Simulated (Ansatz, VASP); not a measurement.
# Rh: VASP beside Ansatz

INCAR

```
PREC     = Accurate       # precision mode
ENCUT    = 520            # plane-wave cutoff, eV
EDIFF    = 1E-6           # SCF threshold, eV
ISMEAR   = -1             # smearing method
SIGMA    = 0.08           # smearing width, eV
LREAL    = False          # projectors in reciprocal space
LASPH    = True           # aspherical terms in the spheres
NELM     = 80             # most SCF steps
ALGO     = Normal         # electronic algorithm
ISIF     = 2              # what is computed and relaxed
LWAVE    = False          # write WAVECAR
LCHARG   = False          # write CHGCAR
GGA      = PE             # functional
NBANDS   = 14             # bands
```

File KPOINTS:

```
Automatic mesh
0
Gamma
  16 16 16
```

POSCAR

```
Rh
1.0
    0.0000000000      1.9395810000      1.9015500000
    1.9395810000      0.0000000000      1.9015500000
    1.9395810000      1.9395810000      0.0000000000
Rh
1
Direct
    0.0000000000      0.0000000000      0.0000000000
```

Input for Ansatz:

```yaml
crystal:
  lattice:
    - [0.0, 1.939581, 1.90155]
    - [1.939581, 0.0, 1.90155]
    - [1.939581, 1.939581, 0.0]
  atoms:
    - { symbol: Rh, position: [0.0, 0.0, 0.0] }
kpoints:
  mp_grid: { grid: [16, 16, 16] }
  band_path:
    path:
      - [0.0, 0.0, 0.0]
      - [0.0, 0.5, 0.5]
      - [0.25, 0.75, 0.5]
      - [0.0, 0.5, 0.0]
      - [0.0, 0.0, 0.0]
      - [0.5, 0.5, 0.0]
      - [0.38005, 0.61995, 0.0]
      - [-0.38005, 0.38005, 0.0]
      - [0.0, 0.0, 0.0]
    npoints: 5
scf:
  occupations: { method: fermi_dirac, width: 0.08 }
hamiltonian:
  xc: pbe
  pseudopotentials: { kind: all_electron, lapw: { basis_error: 0.001 } }
output:
  forces: true
  stress: true
  eigenvalues: true
```

Change from the starting cell: equal xx and yy strain of +2 %.

Alike in both runs: task single point; functional PBE; k mesh 16 × 16 × 16; occupations fermi-dirac, width 0.08 eV; no spin polarisation.

```csv
,VASP,Ansatz
version,VASP 6.6.1,Ansatz 0.2.0
potentials or method,"VASP PAW PBE potentials, release 64 (Rh_pv), cutoff 520 eV","all-electron LAPW, scalar-relativistic"
```

|  | VASP | Ansatz | Ansatz less VASP |
| --- | --- | --- | --- |
| pressure (GPa) | -4.2 | -4.2 | -0.07 |
| traceless stress, the component that is largest in VASP (GPa) | 2.79 | 2.80 | +0.007 |

Ansatz ran all-electron here, and VASP with PAW potentials.
